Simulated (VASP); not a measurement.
**HW4C4: single point with PBE**

HW4C4, a slab with vacuum:

```
W C H
1.0
     5.78680    0.00000    0.00000
    -2.89340    5.01152    0.00000
     0.00000    0.00000   17.24725
W C H
8 8 2
Direct
  0.00000 0.00000 0.05798
  0.99988 0.99987 0.22478
  0.00000 0.50000 0.05798
  0.99988 0.49986 0.22474
  0.50000 0.00000 0.05798
  0.49991 0.99988 0.22478
  0.50000 0.50000 0.05798
  0.49989 0.49985 0.22477
  0.33337 0.16670 0.13462
  0.33318 0.16651 0.28953
  0.33336 0.66671 0.13465
  0.33313 0.66645 0.28953
  0.83333 0.16667 0.13462
  0.83323 0.16654 0.28954
  0.83334 0.66672 0.13462
  0.83327 0.66651 0.28952
  0.69595 0.28664 0.47073
  0.67317 0.40340 0.47307
```

```yaml
Program: VASP 6.6.1
Task: single point
Functional: PBE
Potentials_or_basis: VASP PAW PBE potentials, release 64 (W_sv, C, H)
Cutoff: 520 eV
k_mesh: 4 × 4 × 1
Occupations: fermi-dirac, width 0.05 eV
Spin: no spin polarisation
Dipole_correction: no
Further_INCAR_settings: LREAL = Auto; ALGO = Normal; EDIFF = 1e-06; NBANDS = 88
```

```yaml
Largest_force: 0.087 eV/Å
Band_gap_on_the_k_mesh: zero (bands 73 and 74 overlap by 0.63 eV)
```

Forces on the atoms (eV/Å):
```
W    0.000  0.001 -0.054
W    0.003  0.003 -0.040
W    0.001  0.002 -0.057
W   -0.001  0.002 -0.028
W    0.000 -0.001 -0.054
W   -0.001  0.002 -0.039
W   -0.001  0.002 -0.054
W    0.004  0.005 -0.034
C   -0.003 -0.005  0.006
C    0.001  0.000  0.087
C   -0.001 -0.006 -0.005
C    0.001  0.002  0.086
C    0.000 -0.002  0.006
C    0.000  0.001  0.086
C    0.001 -0.006  0.004
C   -0.002  0.000  0.086
H   -0.024  0.030  0.003
H    0.024 -0.030  0.000
```

Levels at points of the mesh, in eV from the Fermi level:
```csv
k point,band 70,band 71,band 72,band 73,band 74,band 75,band 76,band 77
"(0.00, 0.00, 0.00)",0.36,0.36,0.56,0.56,0.56,1.23,1.40,1.40
"(0.50, 0.00, 0.00)",-0.98,-0.98,-0.46,-0.46,-0.07,-0.07,1.32,1.32
"(0.00, 0.50, 0.00)",-0.99,-0.98,-0.46,-0.46,-0.07,-0.07,1.32,1.32
"(0.50, 0.50, 0.00)",-0.99,-0.98,-0.46,-0.46,-0.07,-0.07,1.32,1.32
```

Run time: 27 min on 1 thread of Intel(R) Xeon(R) Platinum 8259CL CPU @ 2.50GHz (Skylake/Cascade Lake), with other jobs on the host, peak memory 0.77 GiB.

Caveat: there is no dipole correction, which matters where the two faces differ; spin-orbit coupling is left out, which moves the levels of the heavy elements.
